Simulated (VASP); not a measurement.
# PbSe (Pm-3m) in VASP: further runs

Runs on PbSe. Level: PBEsol. Tasks: single point.

All numbers are computed with VASP 6.6.1; they aren't measurements. Logs are shortened: lines on timing, memory, paths and dates and some standing lists are left out, and cuts for length are marked.

## (1) The cell of the first run

Symmetry: Pm-3m, No. 221, cubic system. The conventional cell has a = 3.681 Å, b = 3.681 Å, c = 3.681 Å, α = 90.00°, β = 90.00°, γ = 90.00°. Pb (site symmetry m-3m) has 8 Se at 3.19 Å and 6 Pb at 3.68 Å within 4.2 Å. Se (site symmetry m-3m) has 8 Pb at 3.19 Å and 6 Se at 3.68 Å within 4.2 Å.

## (2) Single point, PBEsol

Contents of INCAR:

```
SYSTEM = PbSe
PREC = Accurate
ENCUT = 500
EDIFF = 1E-6
ISMEAR = -1
SIGMA = 0.1
LREAL = .False.
LASPH = .True.
NELM = 120
ALGO = Normal
ISIF = 2
LWAVE = .False.
LCHARG = .False.
GGA = PS
NBANDS = 17
GGA_COMPAT = .False.
```

Contents of KPOINTS:

```
regular mesh
0
Gamma
  5 5 5
  0 0 0
```

Contents of POSCAR:

```
PbSe
1.0
    3.6805892920      0.0000000000      0.0000000000
    0.0000000000      3.6805892920      0.0000000000
    0.0000000000      0.0000000000      3.6805892920
Pb Se
1 1
Direct
    0.0000000000      0.0000000000      0.0000000000
    0.5000000000      0.5000000000      0.5000000000
```

Potentials or basis: VASP PAW PBE potentials, release 64 (Pb_d, Se).

Command:

```sh
$ cat potpaw_PBE.64/Pb_d/POTCAR potpaw_PBE.64/Se/POTCAR > POTCAR
$ mpirun -np 1 vasp_std > vasp.out
```

OUTCAR:

```text
SYSTEM = PbSe
   PREC = Accurate
   ENCUT = 500
   EDIFF = 1E-6
   ISMEAR = -1
   LREAL = .False.
   LASPH = .True.
   NELM = 120
   ISIF = 2
   GGA = PS

 ion  position               nearest neighbor table
   1  0.000  0.000  0.000-   2 3.19   2 3.19   2 3.19   2 3.19   2 3.19   2 3.19   2 3.19   2 3.19

   2  0.500  0.500  0.500-   1 3.19   1 3.19   1 3.19   1 3.19   1 3.19   1 3.19   1 3.19   1 3.19

  LATTYP: Found a simple cubic cell.
 ALAT       =     3.6805892920

  Lattice vectors:

 A1 = (   3.6805892920,   0.0000000000,   0.0000000000)
 A2 = (   0.0000000000,   3.6805892920,   0.0000000000)
 A3 = (   0.0000000000,   0.0000000000,   3.6805892920)

Analysis of symmetry for initial positions (statically):
=====================================================================
 Subroutine PRICEL returns:
 Original cell was already a primitive cell.

 Routine SETGRP: Setting up the symmetry group for a
 simple cubic supercell.

 Subroutine GETGRP returns: Found 48 space group operations
 (whereof 48 operations were pure point group operations)
 out of a pool of 48 trial point group operations.

The static configuration has the point symmetry O_h .

Analysis of symmetry for dynamics (positions and initial velocities):
=====================================================================
 Subroutine PRICEL returns:
 Original cell was already a primitive cell.

 Routine SETGRP: Setting up the symmetry group for a
 simple cubic supercell.

 Subroutine GETGRP returns: Found 48 space group operations
 (whereof 48 operations were pure point group operations)
 out of a pool of 48 trial point group operations.

The dynamic configuration has the point symmetry O_h .

 Subroutine INISYM returns: Found 48 space group operations
 (whereof 48 operations are pure point group operations),
 and found     1 'primitive' translations

----------------------------------------------------------------------------------------

                                     Primitive cell

  volume of cell :      49.8600

  direct lattice vectors                    reciprocal lattice vectors
     3.680589292  0.000000000  0.000000000     0.271695623  0.000000000  0.000000000
     0.000000000  3.680589292  0.000000000     0.000000000  0.271695623  0.000000000
     0.000000000  0.000000000  3.680589292     0.000000000  0.000000000  0.271695623

  length of vectors
     3.680589292  3.680589292  3.680589292     0.271695623  0.271695623  0.271695623

  position of ions in fractional coordinates (direct lattice)
     0.000000000  0.000000000  0.000000000
     0.500000000  0.500000000  0.500000000

  ion indices of the primitive-cell ions
   primitive index   ion index
                 1           1
                 2           2

----------------------------------------------------------------------------------------

 KPOINTS: regular mesh

Automatic generation of k-mesh.
 Grid dimensions read from file:
 generate k-points for:    5    5    5

 Generating k-lattice:

  Cartesian coordinates                     Fractional coordinates (reciprocal lattice)
     0.054339125  0.000000000  0.000000000     0.200000000  0.000000000  0.000000000
     0.000000000  0.054339125  0.000000000     0.000000000  0.200000000  0.000000000
     0.000000000  0.000000000  0.054339125     0.000000000  0.000000000  0.200000000

  Length of vectors
     0.054339125  0.054339125  0.054339125

  Shift w.r.t. Gamma in fractional coordinates (k-lattice)
     0.000000000  0.000000000  0.000000000

 Subroutine IBZKPT returns following result:
 ===========================================

 Found     10 irreducible k-points:

 Following reciprocal coordinates:
            Coordinates               Weight
  0.000000  0.000000  0.000000      1.000000
  0.200000  0.000000  0.000000      6.000000
  0.400000  0.000000  0.000000      6.000000
  0.200000  0.200000  0.000000     12.000000
  0.400000  0.200000  0.000000     24.000000
  0.400000  0.400000  0.000000     12.000000
  0.200000  0.200000  0.200000      8.000000
  0.400000  0.200000  0.200000     24.000000
  0.400000  0.400000  0.200000     24.000000
  0.400000  0.400000  0.400000      8.000000
   k-points           NKPTS =     10   k-points in BZ     NKDIM =     10   number of bands    NBANDS=     17
   number of dos      NEDOS =    301   number of ions     NIONS =      2
   total plane-waves  NPLWV =  21952
   dimension x,y,z NGX =    28 NGY =   28 NGZ =   28
   dimension x,y,z NGXF=    56 NGYF=   56 NGZF=   56
   ions per type =               1   1
   NGX,Y,Z   is equivalent  to a cutoff of  12.65, 12.65, 12.65 a.u.
   NGXF,Y,Z  is equivalent  to a cutoff of  25.29, 25.29, 25.29 a.u.
 SYSTEM =  PbSe
   PREC   = accura    normal or accurate (medium, high low for compatibility)
   ISTART =      0    job   : 0-new  1-cont  2-samecut
   ICHARG =      2    charge: 1-file 2-atom 10-const
   ISPIN  =      1    spin polarized calculation?
   LNONCOLLINEAR =      F non collinear calculations
   LSORBIT =      F    spin-orbit coupling
   LASPH  =      T    aspherical Exc in radial PAW
   ENCUT  =  500.0 eV  36.75 Ry    6.06 a.u.   6.71  6.71  6.71*2*pi/ulx,y,z
   NELM   =    120;   NELMIN=  2; NELMDL= -5     # of ELM steps
   EDIFF  = 0.1E-05   stopping-criterion for ELM
   LREAL  =      F    real-space projection
   EDIFFG = 0.1E-04   stopping-criterion for IOM
   NSW    =      0    number of steps for IOM
   IBRION =     -1    ionic relax: 0-MD 1-quasi-New 2-CG
   NFREE  =      0    steps in history (QN), initial steepest desc. (CG)
   ISIF   =      2    stress and relaxation
   ISYM   =      2    0-nonsym 1-usesym 2-fastsym
   POTIM  = 0.5000    time-step for ionic-motion
   TEBEG  =    0.0;   TEEND  =   0.0 temperature during run
   PSTRESS=    0.0 pullay stress
   NELECT =      20.0000    total number of electrons
   NUPDOWN=      -1.0000    fix difference up-down
   EMIN   =  10.00;   EMAX   =-10.00  energy-range for DOS
   EFERMI =   0.00;   METHOD = LEGACY
   ISMEAR =    -1;   SIGMA  =   0.10  broadening in eV -4-tet -1-fermi 0-gaus
   EFERMI_NEDOS =   21; number of points for ismear=-14 and -15
   IALGO  =     38    algorithm
   IMIX   =      4    mixing-type and parameters
     AMIX     =   0.40;   BMIX     =  1.00
     AMIX_MAG =   1.60;   BMIX_MAG =  1.00
  volume/ion in A,a.u.               =      24.93       168.24
  Fermi-wavevector in a.u.,A,eV,Ry     =   1.207353  2.281566 19.833218  1.457700
  Thomas-Fermi vector in A             =   2.342993
   LORBIT       =      0    0 simple, 1 ext, 2 COOP (PROOUT), +10 PAW based schemes
   GGA     = PS    functional components
   LHFCALC =     F    Hartree Fock is set to
   AEXX    =    0.0000 exact exchange contribution
   IVDW    =     0    specifies the selected vdW correction
   LEPSILON=     F    determine dielectric tensor
   LRPA    =     F    only Hartree local field effects (RPA)
 non-spin polarized calculation
  energy-cutoff  :      500.00
  volume of cell :       49.86
 maximum number of plane-waves:      1309
 NGX is ok and might be reduce to    28
   NGX = 13   NGY = 13   NGZ = 13

 number of electron      19.9999994 magnetization

 Free energy of the ion-electron system (eV)
  ---------------------------------------------------
  ext. energy  EPLUGINS =         0.00000000
  ---------------------------------------------------
  free energy    TOTEN  =        -8.49807502 eV

  energy without entropy =       -8.45086803  energy(sigma->0) =       -8.47447152

 E-fermi :   6.1070     XC(G=0): -10.5192

 val. band max:        6.0935501565   @ k =   0.2000   0.2000   0.2000
 cond. band min:       6.1072742017   @ k =   0.4000   0.4000   0.4000
 fundamental gap:      0.0137240452
 Fermi energy:         6.1070361050

 k-point     1 :       0.0000    0.0000    0.0000
  band No.  band energies     occupation
      1     -10.7317      2.00000
      2     -10.7317      2.00000
      3     -10.5372      2.00000
      4     -10.5372      2.00000
      5     -10.5372      2.00000
      6      -7.6961      2.00000
[... 9 lines left out ...]
     16      18.4672      0.00000
     17      19.2733      0.00000

 k-point     2 :       0.2000    0.0000    0.0000
  band No.  band energies     occupation
      1     -10.7282      2.00000
      2     -10.6790      2.00000
      3     -10.5579      2.00000
      4     -10.5579      2.00000
      5     -10.5352      2.00000
      6      -7.3675      2.00000
[... 9 lines left out ...]
     16      17.3210      0.00000
     17      18.5638      0.00000

 k-point     3 :       0.4000    0.0000    0.0000
  band No.  band energies     occupation
      1     -10.7225      2.00000
      2     -10.5948      2.00000
      3     -10.5911      2.00000
      4     -10.5911      2.00000
      5     -10.5322      2.00000
      6      -6.6172      2.00000
[... 9 lines left out ...]
     16      17.8799      0.00000
     17      19.3118      0.00000

 k-point     4 :       0.2000    0.2000    0.0000
  band No.  band energies     occupation
      1     -10.7011      2.00000
      2     -10.6483      2.00000
      3     -10.5896      2.00000
      4     -10.5569      2.00000
      5     -10.5534      2.00000
      6      -7.0447      2.00000
[... 9 lines left out ...]
     16      16.2393      0.00000
     17      16.8451      0.00000

 k-point     5 :       0.4000    0.2000    0.0000
  band No.  band energies     occupation
      1     -10.6880      2.00000
      2     -10.6386      2.00000
      3     -10.5870      2.00000
      4     -10.5686      2.00000
      5     -10.5507      2.00000
      6      -6.3376      2.00000
[... 9 lines left out ...]
     16      16.8679      0.00000
     17      17.7537      0.00000

 k-point     6 :       0.4000    0.4000    0.0000
  band No.  band energies     occupation
      1     -10.7108      2.00000
      2     -10.6555      2.00000
      3     -10.5811      2.00000
      4     -10.5797      2.00000
      5     -10.5031      2.00000
      6      -5.7974      2.00000
[... 9 lines left out ...]
     16      15.7992      0.00000
     17      16.4778      0.00000

 k-point     7 :       0.2000    0.2000    0.2000
  band No.  band energies     occupation
      1     -10.6455      2.00000
      2     -10.6455      2.00000
      3     -10.5966      2.00000
      4     -10.5766      2.00000
      5     -10.5766      2.00000
      6      -6.7423      2.00000
[... 9 lines left out ...]
     16      17.9236      0.00000
     17      18.2077      0.00000

 k-point     8 :       0.4000    0.2000    0.2000
  band No.  band energies     occupation
      1     -10.6414      2.00000
      2     -10.6406      2.00000
      3     -10.6141      2.00000
      4     -10.5742      2.00000
      5     -10.5545      2.00000
      6      -6.1059      2.00000
[... 9 lines left out ...]
     16      16.1919      0.00000
     17      18.2759      0.00000

 k-point     9 :       0.4000    0.4000    0.2000
  band No.  band energies     occupation
      1     -10.6919      2.00000
      2     -10.6112      2.00000
      3     -10.6080      2.00000
      4     -10.5956      2.00000
      5     -10.5015      2.00000
      6      -5.6707      2.00000
[... 9 lines left out ...]
     16      17.4250      0.00000
     17      19.3506      0.00000

 k-point    10 :       0.4000    0.4000    0.4000
  band No.  band energies     occupation
      1     -10.6669      2.00000
      2     -10.6528      2.00000
      3     -10.6528      2.00000
      4     -10.4991      2.00000
      5     -10.4991      2.00000
      6      -5.4453      2.00000
[... 9 lines left out ...]
     16      19.1138      0.00000
     17      23.0863      0.00000

------------------------ aborting loop because EDIFF is reached ----------------------------------------

  FORCE on cell =-STRESS in cart. coord.  units (eV):
  Direction    XX          YY          ZZ          XY          YZ          ZX
  --------------------------------------------------------------------------------------
  -------------------------------------------------------------------------------------
  Total        0.3106751      0.3106751      0.3106751     -0.0000000     -0.0000000     -0.0000000
  in kB        9.9830905      9.9830905      9.9830905     -0.0000000     -0.0000000     -0.0000000
  external PRESSURE =       9.9830905 kB  Pullay stress =       0.0000000 kB

 VOLUME and BASIS-vectors are now :
 -----------------------------------------------------------------------------
  energy-cutoff  :      500.00
  volume of cell :       49.86
      direct lattice vectors                 reciprocal lattice vectors
     3.680589292  0.000000000  0.000000000     0.271695623  0.000000000  0.000000000
     0.000000000  3.680589292  0.000000000     0.000000000  0.271695623  0.000000000
     0.000000000  0.000000000  3.680589292     0.000000000  0.000000000  0.271695623

 POSITION                                       TOTAL-FORCE (eV/Angst)
 -----------------------------------------------------------------------------------
      0.00000      0.00000      0.00000         0.000000      0.000000      0.000000
      1.84029      1.84029      1.84029         0.000000      0.000000      0.000000
 -----------------------------------------------------------------------------------
    total drift:                               -0.000000      0.000000     -0.000000

  FREE ENERGIE OF THE ION-ELECTRON SYSTEM (eV)
  ---------------------------------------------------
  free  energy   TOTEN  =        -8.4980750154 eV

  energy  without entropy=       -8.4508680266  energy(sigma->0) =       -8.47447152
```

Run time: 4.9 s. Hardware: 1 thread of Intel Xeon 6975P-C (Granite Rapids), shared host; peak memory 0.15 GiB.

Results:

```yaml
Free_energy: -8.4981 eV
Pressure: 1.0 GPa
Band_gap_on_the_k_mesh: 0.01 eV, indirect (least direct gap 1.69 eV)
```

Caveat: the PAW data sets were made with another functional, which shifts forces and pressure a little; spin-orbit coupling is left out, which moves the levels of the heavy elements.

## (3) Single point, PBEsol

This run uses another cell than the first one, of 26.01 Å³/atom, 1.043 times its volume.

Contents of INCAR:

```
SYSTEM = PbSe
ALGO     = Normal         ! electronic algorithm
EDIFF    = 1E-6           ! SCF threshold, eV
ENCUT    = 500            ! plane-wave cutoff, eV
GGA      = PS             ! functional
GGA_COMPAT= .FALSE.      
ISIF     = 2              ! what is computed and relaxed
ISMEAR   = -1             ! smearing method
LASPH    = .TRUE.         ! aspherical terms in the spheres
LCHARG   = .FALSE.        ! write CHGCAR
LREAL    = .FALSE.        ! projectors in reciprocal space
LWAVE    = .FALSE.        ! write WAVECAR
NBANDS   = 17             ! bands
NELM     = 120            ! most SCF steps
PREC     = Accurate       ! precision mode
SIGMA    = 0.1            ! smearing width, eV
```

Contents of KPOINTS:

```
k-points
0
G
  5 5 5
  0 0 0
```

Contents of POSCAR:

```
PbSe
1.0
    3.7331762438      0.0000000000      0.0000000000
    0.0000000000      3.7331762438      0.0000000000
    0.0000000000      0.0000000000      3.7331762438
Pb Se
1 1
Direct
    0.0000000000      0.0000000000      0.0000000000
    0.5000000000      0.5000000000      0.5000000000
```

Potentials or basis: VASP PAW PBE potentials, release 64 (Pb_d, Se).

Command:

```sh
$ cat potpaw_PBE.64/Pb_d/POTCAR potpaw_PBE.64/Se/POTCAR > POTCAR
$ mpirun -np 1 vasp_std > vasp.out
```

Wall time 5.1 s (1 thread of Intel Xeon 6975P-C (Granite Rapids), shared host); peak memory 0.15 GiB.

The run converged. Its results:

- Free energy: -8.4967 eV
- Pressure: -1.2 GPa
- Band gap on the k mesh: 0.15 eV, indirect (least direct gap 1.52 eV)

Levels at points of the mesh, in eV from the valence-band top:
```
           k point  band 8  band 9  band 10  band 11  band 12  band 13
(0.00, 0.00, 0.00)   -1.54   -1.54    -1.54     5.07     5.07     6.40
```

Caveat: the PAW data sets were made with another functional, which shifts forces and pressure a little; spin-orbit coupling is left out, which moves the levels of the heavy elements.

(Part 1 of 2 ends here.)
